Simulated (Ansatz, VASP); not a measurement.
One calculation of Co, two programs

```
Co
1.0
     2.47056    0.00000    0.00000
    -1.23528    2.13957    0.00000
     0.00000    0.00000    8.08823
Co
4
Direct
  0.00000 0.00000 0.00000
  0.33333 0.66667 0.25000
  0.00000 0.00000 0.50000
  0.66667 0.33333 0.75000
```

Alike in both runs: task single point; functional PBE; k mesh 10 × 10 × 3; collinear spin.

|  | VASP | Ansatz |
| --- | --- | --- |
| version | VASP 6.6.1 | Ansatz 0.2.0 |
| potentials or method | VASP PAW PBE potentials, release 64 (Co), cutoff 520 eV | plane waves, PAW |
| occupations | methfessel-paxton of order 1, width 0.25 eV | cold, width 0.25 eV |
| valence electrons in the cell | 36 | 68 |

VASP gave:

```
pressure (GPa)                                                : 4.1
traceless stress, the component that is largest in VASP (GPa) : -2.39
net moment per atom (μB)                                      : 1.67
size of the moment on the site where the two differ most (μB) : 1.69
```

What did Ansatz give for the same quantities?

Pressure (GPa): 5.0; traceless stress, the component that is largest in VASP (GPa): -2.20; net moment per atom (μB): 1.68; size of the moment on the site where the two differ most (μB): 1.76.

Site moments also hang on the region over which each program counts them. VASP's potentials hold 36 valence electrons a cell and Ansatz's 68, so a difference there can come from the potentials and not from the codes. Ansatz's warnings: stability check not made, stress scf threshold loose.
